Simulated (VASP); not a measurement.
Here is a VASP 6.6.1 calculation.

The input INCAR:

```
SYSTEM = PbSe
  ALGO = Normal
  EDIFF = 1E-6
  ENCUT = 520
  GGA = PE
  ISIF = 2
  ISMEAR = 0
  LASPH = .True.
  LCHARG = .False.
  LREAL = .False.
  LWAVE = .False.
  NBANDS = 28
  NELM = 100
  PREC = Accurate
  SIGMA = 0.05
```

The input KPOINTS:

```
k-points
0
Gamma
  6 6 8
  0 0 0
```

The input POSCAR:

```
PbSe
1.0
    5.3338812782     -0.0220539267      0.0394048548
   -0.0220539267      5.3576926494     -0.0238346460
    0.0310944702     -0.0188079792      4.1729421719
Pb Se
2 2
Direct
    0.4889931414      0.0163078879      0.3065878606
    0.0080105347      0.4870399387      0.6870537463
   -0.0075249145     -0.0031053964      0.0050875143
    0.5105212384      0.4997575698      0.0012708789
```

Potentials or basis: VASP PAW PBE potentials, release 64 (Pb_d, Se).

Launch:

```console
$ cat potpaw_PBE.64/Pb_d/POTCAR potpaw_PBE.64/Se/POTCAR > POTCAR
$ mpirun -np 1 vasp_std > vasp.out
```

Q: Estimate the band gap on the k mesh.

A: 0.39 eV (least direct gap 0.84 eV).

Q: Estimate the largest force.

A: 0.288 eV/Å.

Q: Estimate the pressure.

A: 1.0 GPa.

Forces on the atoms (eV/Å):
```
Pb   0.027 -0.148  0.245
Pb   0.000  0.099 -0.108
Se   0.105 -0.014 -0.103
Se  -0.133  0.064 -0.034
```

Caveat: the cell differs from its parent crystal (atoms moved at random and the cell strained at random); spin-orbit coupling is left out, which moves the levels of the heavy elements. A k mesh can miss the band edges.
